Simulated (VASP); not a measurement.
# Si (P6_3/mmc) in VASP: further runs

Runs on Si. Level: PBE. Tasks: single point, relaxation of cell and atoms.

Everything below comes from runs of VASP 6.6.1. Logs are shortened: lines on timing, memory, paths and dates and some standing lists are left out, and cuts for length are marked.

## 1. The cell of the first run

Symmetry: P6_3/mmc, No. 194, hexagonal system. The conventional cell has a = 2.737 Å, b = 2.737 Å, c = 4.512 Å, α = 90.00°, β = 90.00°, γ = 120.00°. Si (site symmetry -6m2) has 12 Si at 2.74 to 2.75 Å within 3.6 Å.

## 2. Single point, PBE

INCAR reads:

```
ALGO     = Normal         # electronic algorithm
EDIFF    = 1E-6           # SCF threshold, eV
ENCUT    = 520            # plane-wave cutoff, eV
GGA      = PE             # functional
ISIF     = 2              # what is computed and relaxed
ISMEAR   = -1             # smearing method
LASPH    = True           # aspherical terms in the spheres
LCHARG   = False          # write CHGCAR
LREAL    = False          # projectors in reciprocal space
LWAVE    = False          # write WAVECAR
NBANDS   = 11             # bands
NELM     = 80             # most SCF steps
PREC     = Accurate       # precision mode
SIGMA    = 0.05           # smearing width, eV
```

KPOINTS reads:

```
k-points
0
Gamma
  11 11 6
```

POSCAR reads:

```
Si
1.0
    2.7368338952      0.0000000000      0.0000000000
   -1.3684169476      2.3701676792      0.0000000000
    0.0000000000      0.0000000000      4.5118396095
Si
2
Direct
    0.3333333333      0.6666666667      0.2500000000
    0.6666666667      0.3333333333      0.7500000000
```

Potentials or basis: VASP PAW PBE potentials, release 64 (Si).

Started as:

```bash
$ cat potpaw_PBE.64/Si/POTCAR > POTCAR
$ mpirun -np 1 vasp_std > vasp.out
```

OUTCAR:

```text
EDIFF = 1E-6
   ENCUT = 520
   GGA = PE
   ISIF = 2
   ISMEAR = -1
   LASPH = True
   LREAL = False
   NELM = 80
   PREC = Accurate

 ion  position               nearest neighbor table
   1  0.333  0.667  0.250-   2 2.75   2 2.75   2 2.75   2 2.75   2 2.75   2 2.75
   2  0.667  0.333  0.750-   1 2.75   1 2.75   1 2.75   1 2.75   1 2.75   1 2.75

  LATTYP: Found a hexagonal cell.
 ALAT       =     2.7368338952
 C/A-ratio  =     1.6485617258

  Lattice vectors:

 A1 = (   2.7368338952,   0.0000000000,   0.0000000000)
 A2 = (  -1.3684169476,   2.3701676792,   0.0000000000)
 A3 = (   0.0000000000,   0.0000000000,   4.5118396095)

Analysis of symmetry for initial positions (statically):
=====================================================================
 Subroutine PRICEL returns:
 Original cell was already a primitive cell.

 Routine SETGRP: Setting up the symmetry group for a
 hexagonal supercell.

 Subroutine GETGRP returns: Found 24 space group operations
 (whereof 12 operations were pure point group operations)
 out of a pool of 24 trial point group operations.

The static configuration has the point symmetry D_3d.
 The point group associated with its full space group is D_6h.

Analysis of symmetry for dynamics (positions and initial velocities):
=====================================================================
 Subroutine PRICEL returns:
 Original cell was already a primitive cell.

 Routine SETGRP: Setting up the symmetry group for a
 hexagonal supercell.

 Subroutine GETGRP returns: Found 24 space group operations
 (whereof 12 operations were pure point group operations)
 out of a pool of 24 trial point group operations.

The dynamic configuration has the point symmetry D_3d.
 The point group associated with its full space group is D_6h.

 Subroutine INISYM returns: Found 24 space group operations
 (whereof 12 operations are pure point group operations),
 and found     1 'primitive' translations

----------------------------------------------------------------------------------------

                                     Primitive cell

  volume of cell :      29.2672

  direct lattice vectors                    reciprocal lattice vectors
     2.736833895  0.000000000  0.000000000     0.365385711  0.210955539  0.000000000
    -1.368416948  2.370167679  0.000000000     0.000000000  0.421911078  0.000000000
     0.000000000  0.000000000  4.511839609     0.000000000  0.000000000  0.221639084

  length of vectors
     2.736833895  2.736833895  4.511839609     0.421911078  0.421911078  0.221639084

  position of ions in fractional coordinates (direct lattice)
     0.333333333  0.666666667  0.250000000
     0.666666667  0.333333333  0.750000000

  ion indices of the primitive-cell ions
   primitive index   ion index
                 1           1
                 2           2

----------------------------------------------------------------------------------------

 KPOINTS: k-points

Automatic generation of k-mesh.
 Grid dimensions read from file:
 generate k-points for:   11   11    6

 Generating k-lattice:

  Cartesian coordinates                     Fractional coordinates (reciprocal lattice)
     0.033216883  0.019177776  0.000000000     0.090909091 -0.000000000  0.000000000
     0.000000000  0.038355553  0.000000000     0.000000000  0.090909091  0.000000000
     0.000000000  0.000000000  0.036939847     0.000000000  0.000000000  0.166666667

  Length of vectors
     0.038355553  0.038355553  0.036939847

  Shift w.r.t. Gamma in fractional coordinates (k-lattice)
     0.000000000  0.000000000  0.000000000

 Subroutine IBZKPT returns following result:
 ===========================================

 Found     64 irreducible k-points:

 Following reciprocal coordinates:
            Coordinates               Weight
  0.000000  0.000000  0.000000      1.000000
  0.090909 -0.000000  0.000000      6.000000
  0.181818 -0.000000  0.000000      6.000000
  0.272727 -0.000000  0.000000      6.000000
  0.363636  0.000000  0.000000      6.000000
  0.454545 -0.000000  0.000000      6.000000
[... 16 lines left out ...]
  0.090909  0.090909  0.166667     12.000000
  0.181818  0.090909  0.166667     24.000000
 [... further k-points ...]
   k-points           NKPTS =     64   k-points in BZ     NKDIM =     64   number of bands    NBANDS=     11
   number of dos      NEDOS =    301   number of ions     NIONS =      2
   total plane-waves  NPLWV =  14400
   dimension x,y,z NGX =    20 NGY =   20 NGZ =   36
   dimension x,y,z NGXF=    40 NGYF=   40 NGZF=   72
   ions per type =               2
   NGX,Y,Z   is equivalent  to a cutoff of  12.15, 12.15, 13.26 a.u.
   NGXF,Y,Z  is equivalent  to a cutoff of  24.30, 24.30, 26.53 a.u.
 SYSTEM =  unknown system
   PREC   = accura    normal or accurate (medium, high low for compatibility)
   ISTART =      0    job   : 0-new  1-cont  2-samecut
   ICHARG =      2    charge: 1-file 2-atom 10-const
   ISPIN  =      1    spin polarized calculation?
   LNONCOLLINEAR =      F non collinear calculations
   LSORBIT =      F    spin-orbit coupling
   LASPH  =      T    aspherical Exc in radial PAW
   ENCUT  =  520.0 eV  38.22 Ry    6.18 a.u.   5.09  5.09  8.39*2*pi/ulx,y,z
   NELM   =     80;   NELMIN=  2; NELMDL= -5     # of ELM steps
   EDIFF  = 0.1E-05   stopping-criterion for ELM
   LREAL  =      F    real-space projection
   EDIFFG = 0.1E-04   stopping-criterion for IOM
   NSW    =      0    number of steps for IOM
   IBRION =     -1    ionic relax: 0-MD 1-quasi-New 2-CG
   NFREE  =      0    steps in history (QN), initial steepest desc. (CG)
   ISIF   =      2    stress and relaxation
   ISYM   =      2    0-nonsym 1-usesym 2-fastsym
   POTIM  = 0.5000    time-step for ionic-motion
   TEBEG  =    0.0;   TEEND  =   0.0 temperature during run
   PSTRESS=    0.0 pullay stress
   NELECT =       8.0000    total number of electrons
   NUPDOWN=      -1.0000    fix difference up-down
   EMIN   =  10.00;   EMAX   =-10.00  energy-range for DOS
   EFERMI =   0.00;   METHOD = LEGACY
   ISMEAR =    -1;   SIGMA  =   0.05  broadening in eV -4-tet -1-fermi 0-gaus
   EFERMI_NEDOS =   21; number of points for ismear=-14 and -15
   IALGO  =     38    algorithm
   IMIX   =      4    mixing-type and parameters
     AMIX     =   0.40;   BMIX     =  1.00
     AMIX_MAG =   1.60;   BMIX_MAG =  1.00
  volume/ion in A,a.u.               =      14.63        98.75
  Fermi-wavevector in a.u.,A,eV,Ry     =   1.062456  2.007751 15.358441  1.128814
  Thomas-Fermi vector in A             =   2.197908
   LORBIT       =      0    0 simple, 1 ext, 2 COOP (PROOUT), +10 PAW based schemes
   GGA     = PE    functional components
   LHFCALC =     F    Hartree Fock is set to
   AEXX    =    0.0000 exact exchange contribution
   IVDW    =     0    specifies the selected vdW correction
   LEPSILON=     F    determine dielectric tensor
   LRPA    =     F    only Hartree local field effects (RPA)
 non-spin polarized calculation
  energy-cutoff  :      520.00
  volume of cell :       29.27
 maximum number of plane-waves:       801
   NGX = 11   NGY = 11   NGZ = 17

 number of electron       8.0000000 magnetization

 Free energy of the ion-electron system (eV)
  ---------------------------------------------------
  ext. energy  EPLUGINS =         0.00000000
  ---------------------------------------------------
  free energy    TOTEN  =        -9.84527703 eV

  energy without entropy =       -9.83693022  energy(sigma->0) =       -9.84110363

 E-fermi :  10.0126     XC(G=0): -11.1502

 val. band max:       10.0120942020   @ k =   0.3636   0.2727   0.0000
 cond. band min:      10.0248378321   @ k =   0.3636   0.1818   0.5000
 fundamental gap:      0.0127436301
 Fermi energy:        10.0125934600

 k-point     1 :       0.0000    0.0000    0.0000
  band No.  band energies     occupation
      1      -4.3303      2.00000
      2       2.3063      2.00000
      3       3.1042      2.00000
      4      18.2028      0.00000
      5      18.2028      0.00000
      6      19.6648      0.00000
      7      19.6648      0.00000
      8      20.9462      0.00000
      9      21.3439      0.00000
     10      22.5706      0.00000
     11      23.5645      0.00000

 k-point     2 :       0.0909   -0.0000    0.0000
  band No.  band energies     occupation
      1      -4.1168      2.00000
      2       2.5173      2.00000
      3       3.3058      2.00000
      4      15.7365      0.00000
      5      16.9849      0.00000
      6      18.9975      0.00000
      7      20.6493      0.00000
      8      20.8102      0.00000
      9      21.3049      0.00000
     10      22.3804      0.00000
     11      22.7664      0.00000

 k-point     3 :       0.1818   -0.0000    0.0000
  band No.  band energies     occupation
      1      -3.4775      2.00000
      2       3.1481      2.00000
      3       3.9093      2.00000
      4      12.2580      0.00000
      5      15.5593      0.00000
      6      17.6085      0.00000
      7      18.3355      0.00000
      8      18.8169      0.00000
      9      20.4168      0.00000
     10      22.6677      0.00000
     11      23.1071      0.00000

 k-point     4 :       0.2727   -0.0000    0.0000
  band No.  band energies     occupation
      1      -2.4170      2.00000
      2       4.1914      2.00000
      3       4.9101      2.00000
      4       8.9378      2.00000
      5      14.4555      0.00000
      6      15.0171      0.00000
      7      15.9155      0.00000
      8      16.7754      0.00000
      9      19.5036      0.00000
     10      22.1597      0.00000
     11      22.5472      0.00000
[... 239 lines left out ...]
 k-point    22 :       0.4545   -0.0000    0.1667
  band No.  band energies     occupation
      1       1.1010      2.00000
      2       3.4871      2.00000
      3       5.6775      2.00000
      4       7.9139      2.00000
      5      10.2883      0.00803
      6      12.5326      0.00000
      7      13.5131      0.00000
      8      15.7505      0.00000
      9      17.4848      0.00000
     10      20.6360      0.00000
     11      22.2422      0.00000

 k-point    23 :       0.0909    0.0909    0.1667
  band No.  band energies     occupation
      1      -3.4927      2.00000
      2       1.1765      2.00000
      3       5.8228      2.00000
      4      14.0431      0.00000
      5      14.5898      0.00000
      6      18.0604      0.00000
      7      18.4324      0.00000
      8      18.7003      0.00000
      9      21.1255      0.00000
     10      21.3566      0.00000
     11      22.4538      0.00000

 k-point    24 :       0.1818    0.0909    0.1667
  band No.  band energies     occupation
      1      -2.6435      2.00000
      2       2.0090      2.00000
      3       6.6241      2.00000
      4      10.8682      0.00000
      5      13.0468      0.00000
      6      15.1743      0.00000
      7      17.1725      0.00000
      8      18.3607      0.00000
      9      19.9148      0.00000
     10      20.8953      0.00000
     11      22.2309      0.00000

 [... further k-points ...]
[... 5 lines left out ...]
  --------------------------------------------------------------------------------------
  -------------------------------------------------------------------------------------
  Total       -0.2931932     -0.2931932     -0.2793496      0.0000000      0.0000000      0.0000000
  in kB      -16.0503061    -16.0503061    -15.2924621      0.0000000      0.0000000      0.0000000
  external PRESSURE =     -15.7976914 kB  Pullay stress =       0.0000000 kB

 VOLUME and BASIS-vectors are now :
 -----------------------------------------------------------------------------
  energy-cutoff  :      520.00
  volume of cell :       29.27
      direct lattice vectors                 reciprocal lattice vectors
     2.736833895  0.000000000  0.000000000     0.365385711  0.210955539  0.000000000
    -1.368416948  2.370167679  0.000000000     0.000000000  0.421911078  0.000000000
     0.000000000  0.000000000  4.511839609     0.000000000  0.000000000  0.221639084

 POSITION                                       TOTAL-FORCE (eV/Angst)
 -----------------------------------------------------------------------------------
     -0.00000      1.58011      1.12796        -0.000000      0.000000      0.000000
      1.36842      0.79006      3.38388         0.000000     -0.000000      0.000000
 -----------------------------------------------------------------------------------
    total drift:                               -0.000000      0.000000      0.000000

  FREE ENERGIE OF THE ION-ELECTRON SYSTEM (eV)
  ---------------------------------------------------
  free  energy   TOTEN  =        -9.8452770333 eV

  energy  without entropy=       -9.8369302230  energy(sigma->0) =       -9.84110363
```

Run time: 7.5 s. Hardware: 1 thread of Intel Xeon Platinum 8488C (Sapphire Rapids), shared host; peak memory 0.14 GiB.

What came out:

* Free energy: -9.8453 eV
* Pressure: -1.6 GPa
* Band gap on the k mesh: zero (band 4 reaches 18.20 eV, above the bottom of band 5 at 6.70 eV)

## 3. Relaxation of cell and atoms, PBE

This run uses another cell than the first one, of 15.36 Å³/atom, 1.049 times its volume.

INCAR reads:

```
SYSTEM = Si
  ALGO = Normal
  EDIFF = 1E-6
  EDIFFG = -0.02
  ENCUT = 600
  GGA = PE
  IBRION = 2
  ISIF = 3
  ISMEAR = -1
  LASPH = .True.
  LCHARG = .False.
  LREAL = .False.
  LWAVE = .False.
  NELM = 80
  NSW = 80
  PREC = Accurate
  SIGMA = 0.05
```

KPOINTS reads:

```
k-points
0
Gamma
  11 11 6
  0 0 0
```

POSCAR reads:

```
Si
1.0
    2.7900000000      0.0000000000      0.0000000000
   -1.3950000000      2.4162108766      0.0000000000
    0.0000000000      0.0000000000      4.5560700000
Si
2
Direct
    0.3333333333      0.6666666667      0.2500000000
    0.6666666667      0.3333333333      0.7500000000
```

Potentials or basis: VASP PAW PBE potentials, release 64 (Si).

Started as:

```bash
$ cat potpaw_PBE.64/Si/POTCAR > POTCAR
$ mpirun -np 1 vasp_std > vasp.out
```

Run time: 28 s. Hardware: 1 thread of Intel Xeon 8259CL, shared host; peak memory 0.15 GiB.

It converged, with:

```yaml
Free_energy: -9.8483 eV
Relaxed_volume: 14.33 Å³/atom
Relaxed_cell: a = 2.716 Å, b = 2.716 Å, c = 4.489 Å, α = 90.00°, β = 90.00°, γ = 120.00°
Space_group_after_relaxing_to_0.05_Å: P6_3/mmc (No. 194)
Energy_gained_by_relaxing: 17.1 meV/atom
Ionic_steps: 2
Pressure_after_relaxing: 0.0 GPa
Band_gap_on_the_k_mesh: zero (band 4 reaches 18.69 eV, above the bottom of band 5 at 6.93 eV)
```

Stress tensor (GPa, compression positive):
```
 0.15  0.00  0.00
 0.00  0.15  0.00
 0.00  0.00 -0.21
```

Step by step:
```csv
step,energy change (eV),largest force (eV/Å),pressure (GPa),volume (Å³)
1,0.0000,0.0000,-4.92,30.71
2,-0.0342,0.0000,0.03,28.66
```

Final structure:
```yaml
crystal:
  lattice:
    - [2.71552, 0.00000, 0.00000]
    - [-1.35776, 2.35171, 0.00000]
    - [0.00000, 0.00000, 4.48862]
  atoms:
    - { symbol: Si, position: [0.33333, 0.66667, 0.25000] }
    - { symbol: Si, position: [0.66667, 0.33333, 0.75000] }
```

Levels at points of the mesh, in eV from the Fermi level:
```
           k point  band 2  band 3  band 4  band 5  band 6  band 7
(0.00, 0.00, 0.00)   -7.81   -7.06    8.40    8.40    9.81    9.81
(0.00, 0.00, 0.50)  -12.75    1.07    1.07    9.76    9.76    9.76
```
